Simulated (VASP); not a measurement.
# AlN (I4mm) in VASP: single point with PBE

Aim: the single point of AlN with PBE.

Program: VASP 6.6.1. These are calculated values, not measurements. Logs are shortened: lines on timing, memory, paths and dates and some standing lists are left out, and cuts for length are marked.

### Step 1. The cell of the first run

The structure is tetragonal, space group I4mm (No. 107). Conventional cell: a = 2.877 Å, b = 2.877 Å, c = 4.069 Å, α = 90.00°, β = 90.00°, γ = 90.00°. Al (site symmetry 4mm) has 6 N at 1.81 to 2.26 Å within 2.4 Å. N (site symmetry 4mm) has 6 Al at 1.81 to 2.26 Å within 2.4 Å.

### Step 2. Single point, PBE (atom 1 (Al) moved by (-0.225, +0.000) A along x and y)

Contents of INCAR:

```
SYSTEM = AlN
ALGO = Normal ; EDIFF = 1E-7
ENCUT = 520 ; GGA = PE
ISIF = 2 ; ISMEAR = 0
LASPH = .TRUE. ; LCHARG = .TRUE.
LELF = .TRUE. ; LREAL = .FALSE.
LVHAR = .TRUE. ; LWAVE = .FALSE.
NBANDS = 11 ; NELM = 100
PREC = Accurate ; SIGMA = 0.05
```

Contents of KPOINTS:

```
k-points
0
G
  10 10 10
  0 0 0
```

Contents of POSCAR:

```
AlN
1.0
    0.0000000000      2.0345180000      2.0345180000
    2.0345180000      0.0000000000      2.0345180000
    2.0345180000      2.0345180000      0.0000000000
Al N
1 1
Direct
    0.5552956523      0.4447043477      0.4447043477
    0.0000000000      0.0000000000      0.0000000000
```

Potentials or basis: VASP PAW PBE potentials, release 64 (Al, N).

Started as:

```
cat potpaw_PBE.64/Al/POTCAR potpaw_PBE.64/N/POTCAR > POTCAR
mpirun -np 1 vasp_std > vasp.out
```

OUTCAR:

```text
SYSTEM = AlN
   EDIFF = 1E-7
   ENCUT = 520
   GGA = PE
   ISIF = 2
   ISMEAR = 0
   LASPH = .TRUE.
   LREAL = .FALSE.
   NELM = 100
   PREC = Accurate

 ion  position               nearest neighbor table
   1  0.555  0.445  0.445-   2 1.81   2 2.05   2 2.05   2 2.05   2 2.05   2 2.26
   2  0.000  0.000  0.000-   1 1.81   1 2.05   1 2.05   1 2.05   1 2.05   1 2.26

  LATTYP: Found a face centered cubic cell.
 ALAT       =     4.0690360000

  Lattice vectors:

 A1 = (   0.0000000000,   2.0345180000,   2.0345180000)
 A2 = (   2.0345180000,   0.0000000000,   2.0345180000)
 A3 = (   2.0345180000,   2.0345180000,   0.0000000000)

Analysis of symmetry for initial positions (statically):
=====================================================================
 Subroutine PRICEL returns:
 Original cell was already a primitive cell.

 Routine SETGRP: Setting up the symmetry group for a
 face centered cubic supercell.

 Subroutine GETGRP returns: Found  8 space group operations
 (whereof  8 operations were pure point group operations)
 out of a pool of 48 trial point group operations.

The static configuration has the point symmetry C_4v.

Analysis of symmetry for dynamics (positions and initial velocities):
=====================================================================
 Subroutine PRICEL returns:
 Original cell was already a primitive cell.

 Routine SETGRP: Setting up the symmetry group for a
 face centered cubic supercell.

 Subroutine GETGRP returns: Found  8 space group operations
 (whereof  8 operations were pure point group operations)
 out of a pool of 48 trial point group operations.

The dynamic configuration has the point symmetry C_4v.

 Subroutine INISYM returns: Found  8 space group operations
 (whereof  8 operations are pure point group operations),
 and found     1 'primitive' translations

----------------------------------------------------------------------------------------

                                     Primitive cell

  volume of cell :      16.8428

  direct lattice vectors                    reciprocal lattice vectors
     0.000000000  2.034518000  2.034518000    -0.245758455  0.245758455  0.245758455
     2.034518000  0.000000000  2.034518000     0.245758455 -0.245758455  0.245758455
     2.034518000  2.034518000  0.000000000     0.245758455  0.245758455 -0.245758455

  length of vectors
     2.877242948  2.877242948  2.877242948     0.425666130  0.425666130  0.425666130

  position of ions in fractional coordinates (direct lattice)
     0.555295652  0.444704348  0.444704348
     0.000000000  0.000000000  0.000000000

  ion indices of the primitive-cell ions
   primitive index   ion index
                 1           1
                 2           2

----------------------------------------------------------------------------------------

 KPOINTS: k-points

Automatic generation of k-mesh.
 Grid dimensions read from file:
 generate k-points for:   10   10   10

 Generating k-lattice:

  Cartesian coordinates                     Fractional coordinates (reciprocal lattice)
    -0.024575845  0.024575845  0.024575845     0.100000000  0.000000000  0.000000000
     0.024575845 -0.024575845  0.024575845     0.000000000  0.100000000  0.000000000
     0.024575845  0.024575845 -0.024575845     0.000000000  0.000000000  0.100000000

  Length of vectors
     0.042566613  0.042566613  0.042566613

  Shift w.r.t. Gamma in fractional coordinates (k-lattice)
     0.000000000  0.000000000  0.000000000

 Subroutine IBZKPT returns following result:
 ===========================================

 Found    102 irreducible k-points:

 Following reciprocal coordinates:
            Coordinates               Weight
  0.000000  0.000000  0.000000      1.000000
  0.100000  0.000000  0.000000      8.000000
  0.200000  0.000000  0.000000      8.000000
  0.300000  0.000000  0.000000      8.000000
  0.400000  0.000000  0.000000      8.000000
  0.500000  0.000000  0.000000      4.000000
[... 16 lines left out ...]
 -0.100000  0.100000  0.000000      8.000000
  0.000000 -0.100000  0.100000      4.000000
 [... further k-points ...]
   k-points           NKPTS =    102   k-points in BZ     NKDIM =    102   number of bands    NBANDS=     11
   number of dos      NEDOS =    301   number of ions     NIONS =      2
   total plane-waves  NPLWV =  13824
   dimension x,y,z NGX =    24 NGY =   24 NGZ =   24
   dimension x,y,z NGXF=    48 NGYF=   48 NGZF=   48
   ions per type =               1   1
   NGX,Y,Z   is equivalent  to a cutoff of  13.87, 13.87, 13.87 a.u.
   NGXF,Y,Z  is equivalent  to a cutoff of  27.73, 27.73, 27.73 a.u.
 SYSTEM =  AlN
   PREC   = accura    normal or accurate (medium, high low for compatibility)
   ISTART =      0    job   : 0-new  1-cont  2-samecut
   ICHARG =      2    charge: 1-file 2-atom 10-const
   ISPIN  =      1    spin polarized calculation?
   LNONCOLLINEAR =      F non collinear calculations
   LSORBIT =      F    spin-orbit coupling
   LASPH  =      T    aspherical Exc in radial PAW
   ENCUT  =  520.0 eV  38.22 Ry    6.18 a.u.   5.35  5.35  5.35*2*pi/ulx,y,z
   NELM   =    100;   NELMIN=  2; NELMDL= -5     # of ELM steps
   EDIFF  = 0.1E-06   stopping-criterion for ELM
   LREAL  =      F    real-space projection
   EDIFFG = 0.1E-05   stopping-criterion for IOM
   NSW    =      0    number of steps for IOM
   IBRION =     -1    ionic relax: 0-MD 1-quasi-New 2-CG
   NFREE  =      0    steps in history (QN), initial steepest desc. (CG)
   ISIF   =      2    stress and relaxation
   ISYM   =      2    0-nonsym 1-usesym 2-fastsym
   POTIM  = 0.5000    time-step for ionic-motion
   TEBEG  =    0.0;   TEEND  =   0.0 temperature during run
   PSTRESS=    0.0 pullay stress
   NELECT =       8.0000    total number of electrons
   NUPDOWN=      -1.0000    fix difference up-down
   EMIN   =  10.00;   EMAX   =-10.00  energy-range for DOS
   EFERMI =   0.00;   METHOD = LEGACY
   ISMEAR =     0;   SIGMA  =   0.05  broadening in eV -4-tet -1-fermi 0-gaus
   EFERMI_NEDOS =   21; number of points for ismear=-14 and -15
   IALGO  =     38    algorithm
   IMIX   =      4    mixing-type and parameters
     AMIX     =   0.40;   BMIX     =  1.00
     AMIX_MAG =   1.60;   BMIX_MAG =  1.00
  volume/ion in A,a.u.               =       8.42        56.83
  Fermi-wavevector in a.u.,A,eV,Ry     =   1.277321  2.413786 22.198561  1.631548
  Thomas-Fermi vector in A             =   2.409927
   LORBIT       =      0    0 simple, 1 ext, 2 COOP (PROOUT), +10 PAW based schemes
   GGA     = PE    functional components
   LHFCALC =     F    Hartree Fock is set to
   AEXX    =    0.0000 exact exchange contribution
   IVDW    =     0    specifies the selected vdW correction
   LEPSILON=     F    determine dielectric tensor
   LRPA    =     F    only Hartree local field effects (RPA)
 non-spin polarized calculation
 Gauss-broadening in eV      SIGMA  =   0.05
  energy-cutoff  :      520.00
  volume of cell :       16.84
 maximum number of plane-waves:       469
 NGX is ok and might be reduce to    24
   NGX = 11   NGY = 11   NGZ = 11

 number of electron       7.9999999 magnetization

 Free energy of the ion-electron system (eV)
  ---------------------------------------------------
  ext. energy  EPLUGINS =         0.00000000
  ---------------------------------------------------
  free energy    TOTEN  =       -14.34165203 eV

  energy without entropy =      -14.34165203  energy(sigma->0) =      -14.34165203

 E-fermi :   9.8950     XC(G=0): -12.1738

 val. band max:        9.6611615921   @ k =   0.0000   0.0000   0.0000
 cond. band min:      13.9510434277   @ k =   0.5000   0.5000   0.0000
 fundamental gap:      4.2898818356
 Fermi energy:         9.8949649890

 k-point     1 :       0.0000    0.0000    0.0000
  band No.  band energies     occupation
      1      -7.6933      2.00000
      2       9.4564      2.00000
      3       9.6612      2.00000
      4       9.6612      2.00000
      5      14.9769      0.00000
      6      21.9205      0.00000
      7      21.9464      0.00000
      8      21.9464      0.00000
      9      26.7567      0.00000
     10      27.3946      0.00000
     11      27.4103      0.00000

 k-point     2 :       0.1000    0.0000    0.0000
  band No.  band energies     occupation
      1      -7.4934      2.00000
      2       8.5439      2.00000
      3       9.4777      2.00000
      4       9.5497      2.00000
      5      15.6079      0.00000
      6      20.8451      0.00000
      7      22.2240      0.00000
      8      22.3147      0.00000
      9      25.7437      0.00000
     10      25.9961      0.00000
     11      27.7499      0.00000

 k-point     3 :       0.2000    0.0000    0.0000
  band No.  band energies     occupation
      1      -6.9126      2.00000
      2       6.4828      2.00000
      3       9.1975      2.00000
      4       9.2782      2.00000
      5      16.3400      0.00000
      6      20.1541      0.00000
      7      22.3012      0.00000
      8      22.3712      0.00000
      9      25.2165      0.00000
     10      25.5071      0.00000
     11      27.2217      0.00000

 k-point     4 :       0.3000    0.0000    0.0000
  band No.  band energies     occupation
      1      -6.0262      2.00000
      2       4.2355      2.00000
      3       8.8913      2.00000
      4       8.9757      2.00000
      5      16.1781      0.00000
      6      20.5976      0.00000
      7      21.4929      0.00000
      8      21.9942      0.00000
      9      25.9910      0.00000
     10      26.7431      0.00000
     11      27.3331      0.00000
[... 239 lines left out ...]
 k-point    22 :       0.0000   -0.2000    0.1000
  band No.  band energies     occupation
      1      -6.4814      2.00000
      2       5.6681      2.00000
      3       8.2413      2.00000
      4       9.3173      2.00000
      5      17.0494      0.00000
      6      19.6958      0.00000
      7      21.5819      0.00000
      8      22.1999      0.00000
      9      24.1753      0.00000
     10      27.2150      0.00000
     11      28.7911      0.00000

 k-point    23 :      -0.1000    0.1000    0.0000
  band No.  band energies     occupation
      1      -7.1667      2.00000
      2       7.5420      2.00000
      3       8.8883      2.00000
      4       9.4843      2.00000
      5      16.3337      0.00000
      6      20.0209      0.00000
      7      22.1806      0.00000
      8      22.7511      0.00000
      9      24.2951      0.00000
     10      26.2449      0.00000
     11      28.3955      0.00000

 k-point    24 :       0.0000   -0.1000    0.1000
  band No.  band energies     occupation
      1      -7.1664      2.00000
      2       7.5168      2.00000
      3       8.8547      2.00000
      4       9.5509      2.00000
      5      16.4255      0.00000
      6      19.9045      0.00000
      7      22.4035      0.00000
      8      22.6246      0.00000
      9      23.8455      0.00000
     10      26.2714      0.00000
     11      28.8810      0.00000

 [... further k-points ...]
[... 5 lines left out ...]
  --------------------------------------------------------------------------------------
  -------------------------------------------------------------------------------------
  Total        3.0028399     -0.1778323     -0.1778323     -0.0000000      0.0000000      0.0000000
  in kB      285.6460080    -16.9163513    -16.9163513     -0.0000000      0.0000000      0.0000000
  external PRESSURE =      83.9377684 kB  Pullay stress =       0.0000000 kB

 VOLUME and BASIS-vectors are now :
 -----------------------------------------------------------------------------
  energy-cutoff  :      520.00
  volume of cell :       16.84
      direct lattice vectors                 reciprocal lattice vectors
     0.000000000  2.034518000  2.034518000    -0.245758455  0.245758455  0.245758455
     2.034518000  0.000000000  2.034518000     0.245758455 -0.245758455  0.245758455
     2.034518000  2.034518000  0.000000000     0.245758455  0.245758455 -0.245758455

 POSITION                                       TOTAL-FORCE (eV/Angst)
 -----------------------------------------------------------------------------------
      1.80952      2.03452      2.03452         2.160207      0.000000      0.000000
      0.00000      0.00000      0.00000        -2.160207      0.000000      0.000000
 -----------------------------------------------------------------------------------
    total drift:                                0.000030     -0.000000     -0.000000

  FREE ENERGIE OF THE ION-ELECTRON SYSTEM (eV)
  ---------------------------------------------------
  free  energy   TOTEN  =       -14.3416520301 eV

  energy  without entropy=      -14.3416520301  energy(sigma->0) =      -14.34165203
```

Wall time 20 s (1 thread of AMD EPYC 7R43 (Zen 3), shared host); peak memory 0.1 GiB.

Results:

```
Free energy            : -14.3417 eV
Pressure               : 8.4 GPa
Largest force          : 2.160 eV/Å
Band gap on the k mesh : 4.29 eV, indirect (least direct gap 5.32 eV)
```

Forces on the atoms (eV/Å):
```
Al   2.160  0.000  0.000
N   -2.160  0.000  0.000
```

Stress tensor (GPa, compression positive):
```
28.56  0.00  0.00
 0.00 -1.69  0.00
 0.00  0.00 -1.69
```

Caveat: the cell differs from its parent crystal (atom 1 (Al) moved by (-0.225, +0.000) A along x and y); forces of over 1 eV/Å act on the atoms, so gaps and moduli don't describe the material at rest. A k mesh can miss the band edges.
